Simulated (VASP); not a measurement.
# Pt in VASP: further runs, part 2 of 2

VASP 6.6.1. The steps go on from the part before.

## Step 4: Single point, LDA

This run uses another cell than the first one, of 15.43 Å³/atom, 0.970 times its volume.

File INCAR:

```
  ALGO = Normal
  EDIFF = 1E-6
  ENCUT = 520
  GGA = CA
  ISIF = 2
  ISMEAR = 0
  LASPH = True
  LCHARG = True
  LELF = True
  LREAL = False
  LVHAR = True
  LWAVE = False
  NBANDS = 11
  NELM = 60
  PREC = Accurate
  SIGMA = 0.1
```

File KPOINTS:

```
k-points
0
Gamma
  15 15 15
```

File POSCAR:

```
Pt
1.0
   -1.5604567000      1.5604567000      1.5842200000
    1.5604567000     -1.5604567000      1.5842200000
    1.5604567000      1.5604567000     -1.5842200000
Pt
1
Direct
    0.0000000000      0.0000000000      0.0000000000
```

Potentials or basis: VASP PAW LDA potentials, release 64 (Pt).

The run is started by

```sh
> cat potpaw_LDA.64/Pt/POTCAR > POTCAR
> mpirun -np 1 vasp_std > vasp.out
```

OUTCAR:

```text
EDIFF = 1E-6
   ENCUT = 520
   GGA = CA
   ISIF = 2
   ISMEAR = 0
   LASPH = True
   LREAL = False
   NELM = 60
   PREC = Accurate

 ion  position               nearest neighbor table
   1  0.000  0.000  0.000-

  LATTYP: Found a body centered tetragonal cell.
 ALAT       =     3.1209134000
 C/A-ratio  =     1.0152284264

  Lattice vectors:

 A1 = (  -1.5604567000,   1.5604567000,   1.5842200000)
 A2 = (   1.5604567000,  -1.5604567000,   1.5842200000)
 A3 = (   1.5604567000,   1.5604567000,  -1.5842200000)

Analysis of symmetry for initial positions (statically):
=====================================================================
 Subroutine PRICEL returns:
 Original cell was already a primitive cell.

 Routine SETGRP: Setting up the symmetry group for a
 body centered tetragonal supercell.

 Subroutine GETGRP returns: Found 16 space group operations
 (whereof 16 operations were pure point group operations)
 out of a pool of 16 trial point group operations.

The static configuration has the point symmetry D_4h.

Analysis of symmetry for dynamics (positions and initial velocities):
[... 160 lines left out ...]

 val. band max:       10.5073215304   @ k =  -0.0667  -0.4000   0.0667
 cond. band min:      10.5139960743   @ k =  -0.4000  -0.4000   0.4000
 fundamental gap:      0.0066745439
 Fermi energy:        10.5119929075

 k-point     1 :       0.0000    0.0000    0.0000
  band No.  band energies     occupation
      1       0.7169      2.00000
      2       6.8015      2.00000
      3       6.8015      2.00000
      4       6.9307      2.00000
      5       9.3821      2.00000
      6       9.5574      2.00000
      7      27.3539      0.00000
      8      27.6447      0.00000
      9      27.6447      0.00000
     10      37.8456      0.00000
     11      37.9744      0.00000
[... 309 lines left out ...]
 k-point    24 :       0.2000    0.1333    0.0000
  band No.  band energies     occupation
      1       3.4912      2.00000
      2       6.0976      2.00000
      3       6.4317      2.00000
      4       8.8074      2.00000
      5       9.6069      2.00000
      6       9.9008      2.00000
      7      24.2695      0.00000
      8      26.1205      0.00000
      9      28.9802      0.00000
     10      30.5059      0.00000
     11      34.9155      0.00000

 [... further k-points ...]
[... 5 lines left out ...]
  --------------------------------------------------------------------------------------
  -------------------------------------------------------------------------------------
  Total       -0.8943271     -0.8943271     -0.7426521      0.0000000     -0.0000000     -0.0000000
  in kB      -92.8598628    -92.8598628    -77.1111337      0.0000000     -0.0000000     -0.0000000
  external PRESSURE =     -87.6102864 kB  Pullay stress =       0.0000000 kB

 VOLUME and BASIS-vectors are now :
 -----------------------------------------------------------------------------
  energy-cutoff  :      520.00
  volume of cell :       15.43
      direct lattice vectors                 reciprocal lattice vectors
    -1.560456700  1.560456700  1.584220000     0.000000000  0.320419016  0.315612731
     1.560456700 -1.560456700  1.584220000     0.320419016  0.000000000  0.315612731
     1.560456700  1.560456700 -1.584220000     0.320419016  0.320419016  0.000000000

 POSITION                                       TOTAL-FORCE (eV/Angst)
 -----------------------------------------------------------------------------------
      0.00000      0.00000      0.00000         0.000000      0.000000     -0.000000
 -----------------------------------------------------------------------------------
    total drift:                                0.000000     -0.000000      0.000000

  FREE ENERGIE OF THE ION-ELECTRON SYSTEM (eV)
  ---------------------------------------------------
  free  energy   TOTEN  =        -7.3885257798 eV

  energy  without entropy=       -7.3849150173  energy(sigma->0) =       -7.38672040
```

OSZICAR:

```text
N       E                     dE             d eps       ncg     rms          rms(c)
DAV:   1     0.391228099133E+02    0.39123E+02   -0.53562E+03  6464   0.842E+02
DAV:   2    -0.716328260039E+01   -0.46286E+02   -0.44521E+02  7205   0.177E+02
DAV:   3    -0.781015995815E+01   -0.64688E+00   -0.64362E+00  7395   0.199E+01
DAV:   4    -0.781258937846E+01   -0.24294E-02   -0.24293E-02  7381   0.144E+00
DAV:   5    -0.781260803711E+01   -0.18659E-04   -0.18658E-04  7499   0.117E-01    0.120E+01
DAV:   6    -0.743141942420E+01    0.38119E+00   -0.89970E-01  6786   0.730E+00    0.613E+00
DAV:   7    -0.739284216417E+01    0.38577E-01   -0.12379E-01  7356   0.262E+00    0.245E+00
DAV:   8    -0.738877339787E+01    0.40688E-02   -0.59723E-03  6957   0.730E-01    0.570E-01
DAV:   9    -0.738852281560E+01    0.25058E-03   -0.31398E-04  7206   0.161E-01    0.108E-02
DAV:  10    -0.738852569003E+01   -0.28744E-05   -0.29561E-06  7402   0.133E-02    0.269E-03
DAV:  11    -0.738852577980E+01   -0.89775E-07   -0.75191E-08  4254   0.260E-03
   1 F= -.73885258E+01 E0= -.73867204E+01  d E =-.361076E-02
```

stdout:

```text
POSCAR found type information on POSCAR Pt
 POSCAR found :  1 types and       1 ions
 scaLAPACK will be used
 LDA part: xc-table for (Slater(with rela. corr.)+CA(PZ))
 , standard interpolation
 POSCAR, INCAR and KPOINTS ok, starting setup
 FFT: planning ... GRIDC
 FFT: planning ... GRID_SOFT
 FFT: planning ... GRID
 WAVECAR not read
 entering main loop
```

Wall time 40 s (1 thread of Intel Xeon 8259CL, shared host); peak memory 0.16 GiB.

Results:

```yaml
Free_energy: -7.3885 eV
Pressure: -8.8 GPa
Band_gap_on_the_k_mesh: zero (band 5 reaches 11.49 eV, above the bottom of band 6 at 9.38 eV)
```

Stress tensor (GPa, compression positive):
```
-9.29  0.00  0.00
 0.00 -9.29  0.00
 0.00  0.00 -7.71
```

Caveat: spin-orbit coupling is left out, which moves the levels of the heavy elements.

## Step 5: Overview

```tsv
cell	gap on the mesh (eV)	pressure (GPa)
a = 2.744 Å, angles 109.5°, 1 atom	none	-15.5
a = 2.689 Å, angles 110.3, 110.3, 107.8°, 1 atom	none	-0.5
a = 2.717 Å, angles 109.9, 109.9, 108.7°, 1 atom	none	-8.8
```

Alike in all rows: task single point; level LDA; potentials or basis VASP PAW LDA potentials, release 64 (Pt); no spin polarisation; k mesh 15 × 15 × 15; cutoff (eV) 520; smearing gaussian 0.1 eV.

Caveats: spin-orbit coupling is left out, which moves the levels of the heavy elements.

Absolute energies hang on the potentials; compare differences alone.
